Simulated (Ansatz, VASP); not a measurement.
**One calculation of Hf3O4, two programs**

```xyz
14
Lattice="-3.3503 3.3503 3.3503 3.3503 -3.3503 3.3503 3.3503 3.3503 -3.3503" Properties=species:S:1:pos:R:3 pbc="T T T"
Hf    2.5127    0.0000    1.6751
Hf    1.6751    2.5127    0.0000
Hf    0.8376    0.0000    5.0254
Hf    5.0254    0.8376    0.0000
Hf    0.0000    1.6751    2.5127
Hf    0.0000    5.0254    0.8376
O     0.4221    0.4221    0.4221
O    -1.2530    1.2530    4.6033
O    -0.4221    2.9282    0.4221
O     4.6033   -1.2530    1.2530
O     0.4221   -0.4221    2.9282
O     2.0973    2.0973    2.0973
O     2.9282    0.4221   -0.4221
O     1.2530    4.6033   -1.2530
```

Alike in both runs: task single point; functional r2SCAN; k mesh 7 × 7 × 7; occupations fermi-dirac, width 0.0293 eV; no spin polarisation.

|  | VASP | Ansatz |
| --- | --- | --- |
| version | VASP 6.6.1 | Ansatz 0.2.0 |
| potentials or method | VASP PAW PBE potentials, release 64 (Hf_pv, O), cutoff 520 eV | PAW plane waves |
| valence electrons in the cell | 108 | 204 |

```csv
,VASP,Ansatz,Ansatz less VASP
pressure (GPa),2.6,6.1,+3.46
rms of the force components (eV/Å),0.647,0.688,+0.0410
```

VASP's potentials were made for PBE, not for r2SCAN. Atom by atom the forces differ by 0.041 eV/Å (rms over components). With one functional, cell and mesh, what is left measures potentials, basis and numerics. VASP's potentials hold 108 valence electrons a cell and Ansatz's 204, so a difference there can come from the potentials and not from the codes.

Neither program's run includes spin-orbit coupling.
